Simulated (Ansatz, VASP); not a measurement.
# HSe in VASP and in Ansatz

File INCAR:

```
SYSTEM = HSe
PREC = Accurate
ENCUT = 600
EDIFF = 1E-7
ISMEAR = 0
SIGMA = 0.1
LREAL = .FALSE.
LASPH = .TRUE.
NELM = 80
ALGO = Normal
ISIF = 3
LWAVE = .FALSE.
LCHARG = .FALSE.
GGA = PE
IVDW = 12
IBRION = 2
NSW = 90
EDIFFG = -0.0325
```

The input KPOINTS:

```
Automatic mesh
0
G
  6 6 4
  0 0 0
```

File POSCAR:

```
HSe
1.0
    4.0662410876      0.0000000000      0.0000000000
   -2.0331205438      3.5214680798      0.0000000000
    0.0000000000      0.0000000000      5.1274762940
Se H
3 3
Direct
    0.2475669214      0.0000000000      0.3333333333
    1.0000000000      0.2475669214      0.6666666667
    0.7524330786      0.7524330786      0.0000000000
    0.0000000000      0.3888888889      0.1666666667
    0.6111111111      0.6111111111      0.5000000000
    0.3888888889      0.0000000000      0.8333333333
```

Input for Ansatz:

```yaml
crystal:
  lattice:
    - [4.0662410876, 0.0, 0.0]
    - [-2.0331205438, 3.5214680798, 0.0]
    - [0.0, 0.0, 5.127476294]
  atoms:
    - { symbol: Se, position: [0.2475669214, 0.0, 0.3333333333] }
    - { symbol: Se, position: [1.0, 0.2475669214, 0.6666666667] }
    - { symbol: Se, position: [0.7524330786, 0.7524330786, 0.0] }
    - { symbol: H, position: [0.0, 0.3888888889, 0.1666666667] }
    - { symbol: H, position: [0.6111111111, 0.6111111111, 0.5] }
    - { symbol: H, position: [0.3888888889, 0.0, 0.8333333333] }
basis:
  ecutwfc: 420
kpoints:
  mp_grid: { grid: [6, 6, 4] }
hamiltonian:
  xc: pbe
  dispersion: d3bj
scf:
  occupations: { method: gaussian, width: 0.1 }
output:
  forces: true
  stress: true
  eigenvalues: true
relax:
  adjacent_minimum: "off"
  f_tol: 0.0325
  max_steps: 70
  cell: { stress_tol: 0.24 }
```

Alike in both runs: task relaxation of cell and atoms; functional PBE; dispersion D3(BJ); k mesh 6 × 6 × 4; occupations gaussian, width 0.1 eV; no spin polarisation.

|  | VASP | Ansatz |
| --- | --- | --- |
| version | VASP 6.6.1 | Ansatz 0.2.0 |
| potentials or method | VASP PAW PBE potentials, release 64 (Se, H), cutoff 600 eV | scalar-relativistic, plane waves, PAW |
| valence electrons in the cell | 21 | 51 |

VASP gave:

- gap on the k mesh at the Fermi level, each at its own relaxed structure (eV): none
- relaxed volume (Å³/atom): 14.13
- relaxed length of the cell vector where the two differ most in proportion (Å): 5.795

Q: Estimate Ansatz's values.

A: gap on the k mesh at the Fermi level, each at its own relaxed structure (eV): none; relaxed volume (Å³/atom): 13.96; relaxed length of the cell vector where the two differ most in proportion (Å): 5.673.

A gap of «none» marks a metal or a gap that the smearing closes. VASP's potentials hold 21 valence electrons a cell and Ansatz's 51, so a difference there can come from the potentials and not from the codes.

Noted on VASP's run: the volume moved by over 15 % at a fixed basis, so the end points are rough.
